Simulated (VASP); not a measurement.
**Ti12H4C: single point with PBE+D3(BJ)**

Slab: Ti12H4C, a slab with vacuum.

```xyz
17
Lattice="5.7103 0.0000 0.0000 -2.8551 4.9452 0.0000 0.0000 0.0000 24.4671" Properties=species:S:1:pos:R:3 pbc="T T T"
Ti    1.4276    0.8242    8.0000
Ti    0.0000    3.2968    8.0000
Ti    4.2827    0.8242    8.0000
Ti    2.8551    3.2968    8.0000
Ti    2.8412    1.6555   10.2577
Ti    1.4266    4.1065   10.2502
Ti    0.0124    1.6558   10.2498
Ti   -1.4276    4.1210   10.1345
Ti   -1.4249    2.5175   12.4418
Ti    0.0514   -0.0306   12.4273
Ti    1.4474    2.4580   12.9005
Ti    2.8155   -0.0272   12.4437
C     1.4153    2.4759   15.5043
H     1.8983    3.2866   14.9091
H     2.1647    2.1149   16.2153
H     0.5412    2.8947   16.0096
H     1.0860    1.5931   14.9066
```

| Quantity | Value |
| --- | --- |
| Program | VASP 6.6.1 |
| Task | single point |
| Functional | PBE |
| Dispersion | D3(BJ) |
| Potentials or basis | VASP PAW PBE potentials, release 64 (Ti_sv, C, H) |
| Cutoff | 520 eV |
| k mesh | 4 × 4 × 1 |
| Occupations | gaussian, width 0.1 eV |
| Spin | no spin polarisation |
| Dipole correction | yes |
| Further INCAR settings | LREAL = Auto; ALGO = Normal; EDIFF = 1e-06; NBANDS = 90 |

```yaml
Largest_force: 0.486 eV/Å
Band_gap_on_the_k_mesh: zero (band 76 reaches 0.69 eV, above the bottom of band 77 at -0.04 eV)
Dispersion_energy_per_atom: -0.320 eV
```

Forces on the atoms (eV/Å):
```
Ti   0.014  0.173 -0.118
Ti   0.140 -0.082 -0.147
Ti  -0.013  0.009  0.486
Ti  -0.142 -0.100 -0.117
Ti   0.022 -0.009 -0.005
Ti  -0.002  0.013 -0.010
Ti  -0.017 -0.002 -0.005
Ti   0.004 -0.005 -0.007
Ti   0.001  0.007 -0.024
Ti   0.007 -0.005 -0.013
Ti  -0.008  0.007 -0.021
Ti  -0.004 -0.003 -0.021
C    0.008  0.005 -0.012
H    0.005  0.016 -0.011
H    0.028 -0.014  0.023
H   -0.030  0.012  0.016
H   -0.011 -0.024 -0.015
```

Levels at points of the mesh, in eV from the Fermi level:
| k point | band 74 | band 75 | band 76 | band 77 | band 78 | band 79 | band 80 | band 81 | band 82 | band 83 |
| --- | --- | --- | --- | --- | --- | --- | --- | --- | --- | --- |
| (0.00, 0.00, 0.00) | 0.35 | 0.36 | 0.52 | 0.57 | 0.58 | 0.72 | 0.73 | 0.82 | 0.89 | 0.89 |
| (0.50, 0.00, 0.00) | -0.43 | -0.29 | -0.21 | -0.12 | -0.11 | -0.03 | 0.02 | 0.10 | 0.15 | 0.30 |
| (0.00, 0.50, 0.00) | -0.43 | -0.30 | -0.20 | -0.12 | -0.11 | -0.03 | 0.02 | 0.11 | 0.15 | 0.30 |
| (0.50, 0.50, 0.00) | -0.42 | -0.30 | -0.23 | -0.12 | -0.09 | -0.04 | 0.01 | 0.08 | 0.15 | 0.31 |

Run time: 26 min on 1 thread of Intel(R) Xeon(R) 6975P-C (Granite Rapids), with other jobs on the host, peak memory 0.89 GiB.
